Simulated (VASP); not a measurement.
# SnSe in VASP: further runs

SnSe is run at these levels: r2SCAN; tasks: single point.

Everything below comes from runs of VASP 6.6.1. Logs are shortened: lines on timing, memory, paths and dates and some standing lists are left out, and cuts for length are marked.

## (1) The cell of the first run

Symmetry: F-43m, No. 216, cubic system. The conventional cell has a = 6.728 Å, b = 6.728 Å, c = 6.728 Å, α = 90.00°, β = 90.00°, γ = 90.00°. Sn (site symmetry -43m) has 4 Se at 2.91 Å within 3.8 Å. Within 3.8 Å of Se (site symmetry -43m) lie 4 Sn at 2.91 Å.

## (2) Single point, r2SCAN

File POSCAR:

```
SnSe
1.0
    0.0000000000      3.3639842879      3.3639842879
    3.3639842879      0.0000000000      3.3639842879
    3.3639842879      3.3639842879      0.0000000000
Sn Se
1 1
Direct
    0.0000000000      0.0000000000      0.0000000000
    0.2500000000      0.2500000000      0.2500000000
```

File INCAR.step1:

```
PREC = Accurate
ENCUT = 520
ISMEAR = -1
SIGMA = 0.02
LREAL = False
LASPH = True
NELM = 80
NBANDS = 17
GGA = PE
ALGO = Normal
EDIFF = 1E-4
LWAVE = True
LCHARG = False
```

File INCAR.step2:

```
PREC = Accurate
ENCUT = 520
EDIFF = 1E-6
ISMEAR = -1
SIGMA = 0.02
LREAL = False
LASPH = True
NELM = 80
ALGO = Normal
ISIF = 2
LWAVE = False
LCHARG = False
METAGGA = R2SCAN
LMIXTAU = True
NBANDS = 17
ISTART = 1
```

File KPOINTS:

```
Automatic mesh
0
Gamma
  6 6 6
```

Potentials or basis: VASP PAW PBE potentials, release 64 (Sn_d, Se).

Started as:

```
> cat potpaw_PBE.64/Sn_d/POTCAR potpaw_PBE.64/Se/POTCAR > POTCAR
> cp INCAR.step1 INCAR
> mpirun -np 1 vasp_std > vasp.out
> cp INCAR.step2 INCAR
> mpirun -np 1 vasp_std > vasp.out
```

OUTCAR:

```text
PREC = Accurate
   ENCUT = 520
   EDIFF = 1E-6
   ISMEAR = -1
   LREAL = False
   LASPH = True
   NELM = 80
   ISIF = 2
   METAGGA = R2SCAN
   ISTART = 1

 ion  position               nearest neighbor table
   1  0.000  0.000  0.000-   2 2.91   2 2.91   2 2.91   2 2.91
   2  0.250  0.250  0.250-   1 2.91   1 2.91   1 2.91   1 2.91

  LATTYP: Found a face centered cubic cell.
 ALAT       =     6.7279685758

  Lattice vectors:

 A1 = (   0.0000000000,   3.3639842879,   3.3639842879)
 A2 = (   3.3639842879,   0.0000000000,   3.3639842879)
 A3 = (   3.3639842879,   3.3639842879,   0.0000000000)

Analysis of symmetry for initial positions (statically):
=====================================================================
 Subroutine PRICEL returns:
 Original cell was already a primitive cell.

 Routine SETGRP: Setting up the symmetry group for a
 face centered cubic supercell.

 Subroutine GETGRP returns: Found 24 space group operations
 (whereof 24 operations were pure point group operations)
 out of a pool of 48 trial point group operations.

The static configuration has the point symmetry T_d .

Analysis of symmetry for dynamics (positions and initial velocities):
=====================================================================
 Subroutine PRICEL returns:
 Original cell was already a primitive cell.

 Routine SETGRP: Setting up the symmetry group for a
 face centered cubic supercell.

 Subroutine GETGRP returns: Found 24 space group operations
 (whereof 24 operations were pure point group operations)
 out of a pool of 48 trial point group operations.

The dynamic configuration has the point symmetry T_d .

 Subroutine INISYM returns: Found 24 space group operations
 (whereof 24 operations are pure point group operations),
 and found     1 'primitive' translations

----------------------------------------------------------------------------------------

                                     Primitive cell

  volume of cell :      76.1363

  direct lattice vectors                    reciprocal lattice vectors
     0.000000000  3.363984288  3.363984288    -0.148633274  0.148633274  0.148633274
     3.363984288  0.000000000  3.363984288     0.148633274 -0.148633274  0.148633274
     3.363984288  3.363984288  0.000000000     0.148633274  0.148633274 -0.148633274

  length of vectors
     4.757392204  4.757392204  4.757392204     0.257440383  0.257440383  0.257440383

  position of ions in fractional coordinates (direct lattice)
     0.000000000  0.000000000  0.000000000
     0.250000000  0.250000000  0.250000000

  ion indices of the primitive-cell ions
   primitive index   ion index
                 1           1
                 2           2

----------------------------------------------------------------------------------------

 KPOINTS: Automatic mesh

Automatic generation of k-mesh.
 Grid dimensions read from file:
 generate k-points for:    6    6    6

 Generating k-lattice:

  Cartesian coordinates                     Fractional coordinates (reciprocal lattice)
    -0.024772212  0.024772212  0.024772212     0.166666667  0.000000000  0.000000000
     0.024772212 -0.024772212  0.024772212     0.000000000  0.166666667  0.000000000
     0.024772212  0.024772212 -0.024772212     0.000000000  0.000000000  0.166666667

  Length of vectors
     0.042906731  0.042906731  0.042906731

  Shift w.r.t. Gamma in fractional coordinates (k-lattice)
     0.000000000  0.000000000  0.000000000

 Subroutine IBZKPT returns following result:
 ===========================================

 Found     16 irreducible k-points:

 Following reciprocal coordinates:
            Coordinates               Weight
  0.000000  0.000000  0.000000      1.000000
  0.166667  0.000000  0.000000      8.000000
  0.333333  0.000000  0.000000      8.000000
  0.500000  0.000000  0.000000      4.000000
  0.166667  0.166667  0.000000      6.000000
  0.333333  0.166667  0.000000     24.000000
[... 8 lines left out ...]
 -0.333333  0.333333  0.166667     24.000000
 -0.333333  0.500000  0.166667     12.000000
   k-points           NKPTS =     16   k-points in BZ     NKDIM =     16   number of bands    NBANDS=     17
   number of dos      NEDOS =    301   number of ions     NIONS =      2
   total plane-waves  NPLWV =  46656
   dimension x,y,z NGX =    36 NGY =   36 NGZ =   36
   dimension x,y,z NGXF=    72 NGYF=   72 NGZF=   72
   ions per type =               1   1
   NGX,Y,Z   is equivalent  to a cutoff of  12.58, 12.58, 12.58 a.u.
   NGXF,Y,Z  is equivalent  to a cutoff of  25.16, 25.16, 25.16 a.u.
 SYSTEM =  unknown system
   PREC   = accura    normal or accurate (medium, high low for compatibility)
   ISTART =      1    job   : 0-new  1-cont  2-samecut
   ICHARG =      0    charge: 1-file 2-atom 10-const
   ISPIN  =      1    spin polarized calculation?
   LNONCOLLINEAR =      F non collinear calculations
   LSORBIT =      F    spin-orbit coupling
   LASPH  =      T    aspherical Exc in radial PAW
   ENCUT  =  520.0 eV  38.22 Ry    6.18 a.u.   8.85  8.85  8.85*2*pi/ulx,y,z
   NELM   =     80;   NELMIN=  2; NELMDL=  0     # of ELM steps
   EDIFF  = 0.1E-05   stopping-criterion for ELM
   LREAL  =      F    real-space projection
   EDIFFG = 0.1E-04   stopping-criterion for IOM
   NSW    =      0    number of steps for IOM
   IBRION =     -1    ionic relax: 0-MD 1-quasi-New 2-CG
   NFREE  =      0    steps in history (QN), initial steepest desc. (CG)
   ISIF   =      2    stress and relaxation
   ISYM   =      2    0-nonsym 1-usesym 2-fastsym
   POTIM  = 0.5000    time-step for ionic-motion
   TEBEG  =    0.0;   TEEND  =   0.0 temperature during run
   PSTRESS=    0.0 pullay stress
   NELECT =      20.0000    total number of electrons
   NUPDOWN=      -1.0000    fix difference up-down
   EMIN   =  10.00;   EMAX   =-10.00  energy-range for DOS
   EFERMI =   0.00;   METHOD = LEGACY
   ISMEAR =    -1;   SIGMA  =   0.02  broadening in eV -4-tet -1-fermi 0-gaus
   EFERMI_NEDOS =   21; number of points for ismear=-14 and -15
   IALGO  =     38    algorithm
   IMIX   =      4    mixing-type and parameters
     AMIX     =   0.40;   BMIX     =  1.00
     AMIX_MAG =   1.60;   BMIX_MAG =  1.00
  volume/ion in A,a.u.               =      38.07       256.90
  Fermi-wavevector in a.u.,A,eV,Ry     =   1.048466  1.981313 14.956615  1.099280
  Thomas-Fermi vector in A             =   2.183388
   LORBIT       =      0    0 simple, 1 ext, 2 COOP (PROOUT), +10 PAW based schemes
   METAGGA = R2SCAN    functional components
   LHFCALC =     F    Hartree Fock is set to
   AEXX    =    0.0000 exact exchange contribution
   IVDW    =     0    specifies the selected vdW correction
   LEPSILON=     F    determine dielectric tensor
   LRPA    =     F    only Hartree local field effects (RPA)
 non-spin polarized calculation
  energy-cutoff  :      520.00
  volume of cell :       76.14
 maximum number of plane-waves:      2085
   NGX = 17   NGY = 17   NGZ = 17

 number of electron      20.0000008 magnetization

 Free energy of the ion-electron system (eV)
  ---------------------------------------------------
  ext. energy  EPLUGINS =         0.00000000
  ---------------------------------------------------
  free energy    TOTEN  =       -39.28952705 eV

  energy without entropy =      -39.28947306  energy(sigma->0) =      -39.28950005

 E-fermi :   2.8712     XC(G=0):  -8.3770

 val. band max:        2.7453130689   @ k =  -0.3333   0.5000   0.1667
 cond. band min:       2.9693246369   @ k =   0.5000   0.5000   0.0000
 fundamental gap:      0.2240115680
 Fermi energy:         2.8712365038

 k-point     1 :       0.0000    0.0000    0.0000
  band No.  band energies     occupation
      1     -19.6192      2.00000
      2     -19.6192      2.00000
      3     -19.6192      2.00000
      4     -19.6012      2.00000
      5     -19.6012      2.00000
      6     -11.0112      2.00000
[... 9 lines left out ...]
     16      10.7359      0.00000
     17      11.8428      0.00000

 k-point     2 :       0.1667    0.0000    0.0000
  band No.  band energies     occupation
      1     -19.6202      2.00000
      2     -19.6183      2.00000
      3     -19.6183      2.00000
      4     -19.6011      2.00000
      5     -19.6011      2.00000
      6     -10.9014      2.00000
[... 9 lines left out ...]
     16      10.0394      0.00000
     17      11.1613      0.00000

 k-point     3 :       0.3333    0.0000    0.0000
  band No.  band energies     occupation
      1     -19.6223      2.00000
      2     -19.6167      2.00000
      3     -19.6166      2.00000
      4     -19.6008      2.00000
      5     -19.6008      2.00000
      6     -10.6572      2.00000
[... 9 lines left out ...]
     16      10.1891      0.00000
     17      11.5639      0.00000

 k-point     4 :       0.5000    0.0000    0.0000
  band No.  band energies     occupation
      1     -19.6234      2.00000
      2     -19.6160      2.00000
      3     -19.6159      2.00000
      4     -19.6005      2.00000
      5     -19.6005      2.00000
      6     -10.5194      2.00000
[... 9 lines left out ...]
     16      11.1420      0.00000
     17      11.1420      0.00000

 k-point     5 :       0.1667    0.1667    0.0000
  band No.  band energies     occupation
      1     -19.6217      2.00000
      2     -19.6174      2.00000
      3     -19.6174      2.00000
      4     -19.6017      2.00000
      5     -19.6006      2.00000
      6     -10.8643      2.00000
[... 9 lines left out ...]
     16      11.0567      0.00000
     17      12.5395      0.00000

 k-point     6 :       0.3333    0.1667    0.0000
  band No.  band energies     occupation
      1     -19.6236      2.00000
      2     -19.6160      2.00000
      3     -19.6157      2.00000
      4     -19.6018      2.00000
      5     -19.6002      2.00000
      6     -10.6614      2.00000
[... 9 lines left out ...]
     16      11.1387      0.00000
     17      12.2835      0.00000

 k-point     7 :       0.5000    0.1667    0.0000
  band No.  band energies     occupation
      1     -19.6243      2.00000
      2     -19.6154      2.00000
      3     -19.6149      2.00000
      4     -19.6013      2.00000
      5     -19.6002      2.00000
      6     -10.4778      2.00000
[... 9 lines left out ...]
     16      11.2864      0.00000
     17      11.5429      0.00000

 k-point     8 :      -0.3333    0.1667    0.0000
  band No.  band energies     occupation
      1     -19.6235      2.00000
      2     -19.6156      2.00000
      3     -19.6156      2.00000
      4     -19.6009      2.00000
      5     -19.6007      2.00000
      6     -10.5249      2.00000
[... 9 lines left out ...]
     16      10.6784      0.00000
     17      11.9344      0.00000

 k-point     9 :      -0.1667    0.1667    0.0000
  band No.  band energies     occupation
      1     -19.6218      2.00000
      2     -19.6173      2.00000
      3     -19.6166      2.00000
      4     -19.6013      2.00000
      5     -19.6007      2.00000
      6     -10.7443      2.00000
[... 9 lines left out ...]
     16      10.0751      0.00000
     17      12.3826      0.00000

 k-point    10 :       0.3333    0.3333    0.0000
  band No.  band energies     occupation
      1     -19.6266      2.00000
      2     -19.6138      2.00000
      3     -19.6138      2.00000
      4     -19.6027      2.00000
      5     -19.5994      2.00000
      6     -10.5326      2.00000
[... 9 lines left out ...]
     16      11.9822      0.00000
     17      14.0230      0.00000

 k-point    11 :       0.5000    0.3333    0.0000
  band No.  band energies     occupation
      1     -19.6272      2.00000
      2     -19.6133      2.00000
      3     -19.6129      2.00000
      4     -19.6026      2.00000
      5     -19.5994      2.00000
      6     -10.3888      2.00000
[... 9 lines left out ...]
     16      11.8283      0.00000
     17      13.3150      0.00000

 k-point    12 :      -0.3333    0.3333    0.0000
  band No.  band energies     occupation
      1     -19.6254      2.00000
      2     -19.6145      2.00000
      3     -19.6137      2.00000
      4     -19.6017      2.00000
      5     -19.6002      2.00000
      6     -10.3854      2.00000
[... 9 lines left out ...]
     16      11.4180      0.00000
     17      13.4735      0.00000

 k-point    13 :       0.5000    0.5000    0.0000
  band No.  band energies     occupation
      1     -19.6290      2.00000
      2     -19.6120      2.00000
      3     -19.6120      2.00000
      4     -19.6032      2.00000
      5     -19.5988      2.00000
      6     -10.3410      2.00000
[... 9 lines left out ...]
     16      12.6905      0.00000
     17      12.6905      0.00000

 k-point    14 :       0.5000    0.3333    0.1667
  band No.  band energies     occupation
      1     -19.6251      2.00000
      2     -19.6152      2.00000
      3     -19.6139      2.00000
      4     -19.6019      2.00000
      5     -19.5999      2.00000
      6     -10.4826      2.00000
[... 9 lines left out ...]
     16      11.5862      0.00000
     17      12.8378      0.00000

 k-point    15 :      -0.3333    0.3333    0.1667
  band No.  band energies     occupation
      1     -19.6253      2.00000
      2     -19.6152      2.00000
      3     -19.6131      2.00000
      4     -19.6017      2.00000
      5     -19.6001      2.00000
      6     -10.3854      2.00000
[... 9 lines left out ...]
     16      11.3367      0.00000
     17      12.6484      0.00000

 k-point    16 :      -0.3333    0.5000    0.1667
  band No.  band energies     occupation
      1     -19.6269      2.00000
      2     -19.6141      2.00000
      3     -19.6120      2.00000
      4     -19.6024      2.00000
      5     -19.5995      2.00000
      6     -10.3385      2.00000
[... 9 lines left out ...]
     16      12.1746      0.00000
     17      12.3206      0.00000

------------------------ aborting loop because EDIFF is reached ----------------------------------------

  FORCE on cell =-STRESS in cart. coord.  units (eV):
  Direction    XX          YY          ZZ          XY          YZ          ZX
  --------------------------------------------------------------------------------------
  -------------------------------------------------------------------------------------
  Total       -0.0041380     -0.0041380     -0.0041380      0.0000000      0.0000000     -0.0000000
  in kB       -0.0870786     -0.0870786     -0.0870786      0.0000000      0.0000000     -0.0000000
  external PRESSURE =      -0.0870786 kB  Pullay stress =       0.0000000 kB

 VOLUME and BASIS-vectors are now :
 -----------------------------------------------------------------------------
  energy-cutoff  :      520.00
  volume of cell :       76.14
      direct lattice vectors                 reciprocal lattice vectors
     0.000000000  3.363984288  3.363984288    -0.148633274  0.148633274  0.148633274
     3.363984288  0.000000000  3.363984288     0.148633274 -0.148633274  0.148633274
     3.363984288  3.363984288  0.000000000     0.148633274  0.148633274 -0.148633274

 POSITION                                       TOTAL-FORCE (eV/Angst)
 -----------------------------------------------------------------------------------
      0.00000      0.00000      0.00000         0.000000     -0.000000      0.000000
      1.68199      1.68199      1.68199        -0.000000      0.000000     -0.000000
 -----------------------------------------------------------------------------------
    total drift:                                0.000003      0.000003      0.000003

  FREE ENERGIE OF THE ION-ELECTRON SYSTEM (eV)
  ---------------------------------------------------
  free  energy   TOTEN  =       -39.2895270527 eV

  energy  without entropy=      -39.2894730553  energy(sigma->0) =      -39.28950005
```

Run time: 63 s. Hardware: 1 thread of Intel Xeon Platinum 8488C (Sapphire Rapids), shared host; peak memory 0.22 GiB.

What came out:

```
Free energy            : -39.2895 eV
Pressure               : 0.0 GPa
Band gap on the k mesh : 0.22 eV, indirect (least direct gap 0.74 eV)
```

Caveat: the PAW data sets were made with another functional, which shifts forces and pressure a little; spin-orbit coupling is left out, which moves the levels of the heavy elements. A k mesh can miss the band edges.

## (3) Single point, r2SCAN (uniaxial x strain +3.0%)

File POSCAR:

```
SnSe
1.0
    0.0000000000      3.3639842879      3.3639842879
    3.4649038165      0.0000000000      3.3639842879
    3.4649038165      3.3639842879      0.0000000000
Sn Se
1 1
Direct
    0.0000000000      0.0000000000      0.0000000000
    0.2500000000      0.2500000000      0.2500000000
```

File INCAR.step1:

```
SYSTEM = SnSe
PREC = Accurate
ENCUT = 520
ISMEAR = -1
SIGMA = 0.02
LREAL = .FALSE.
LASPH = .TRUE.
NELM = 60
NBANDS = 17
GGA = PE
ALGO = Normal
EDIFF = 1E-4
LWAVE = .TRUE.
LCHARG = .FALSE.
```

File INCAR.step2:

```
SYSTEM = SnSe
PREC = Accurate
ENCUT = 520
EDIFF = 1E-6
ISMEAR = -1
SIGMA = 0.02
LREAL = .FALSE.
LASPH = .TRUE.
NELM = 60
ALGO = Normal
ISIF = 2
LWAVE = .FALSE.
LCHARG = .TRUE.
METAGGA = R2SCAN
LMIXTAU = .TRUE.
LELF = .TRUE.
LVHAR = .TRUE.
NBANDS = 17
ISTART = 1
```

File KPOINTS:

```
regular mesh
0
G
  6 6 6
  0 0 0
```

Potentials or basis: VASP PAW PBE potentials, release 64 (Sn_d, Se).

Started as:

```
> cat potpaw_PBE.64/Sn_d/POTCAR potpaw_PBE.64/Se/POTCAR > POTCAR
> cp INCAR.step1 INCAR
> mpirun -np 1 vasp_std > vasp.out
> cp INCAR.step2 INCAR
> mpirun -np 1 vasp_std > vasp.out
```

Wall time 2 min (1 thread of Intel Xeon Platinum 8488C (Sapphire Rapids), shared host); peak memory 0.23 GiB.

Results (log left out):

```yaml
Free_energy: -39.2828 eV
Pressure: -1.0 GPa
Band_gap_on_the_k_mesh: 0.21 eV, indirect (least direct gap 0.75 eV)
```

Levels at points of the mesh, in eV from the valence-band top:
```csv
k point,band 8,band 9,band 10,band 11,band 12,band 13
"(0.00, 0.00, 0.00)",-2.39,-2.28,-2.28,1.67,1.67,1.76
"(0.50, 0.00, 0.00)",-2.89,-2.76,-2.10,2.45,2.49,3.52
"(0.50, 0.50, 0.00)",-3.55,-3.54,-0.60,0.21,4.51,4.64
"(0.00, 0.50, 0.50)",-3.44,-3.44,-0.45,0.29,4.55,4.55
```

Caveat: the cell differs from its parent crystal (uniaxial x strain +3.0%); the PAW data sets were made with another functional, which shifts forces and pressure a little; spin-orbit coupling is left out, which moves the levels of the heavy elements.
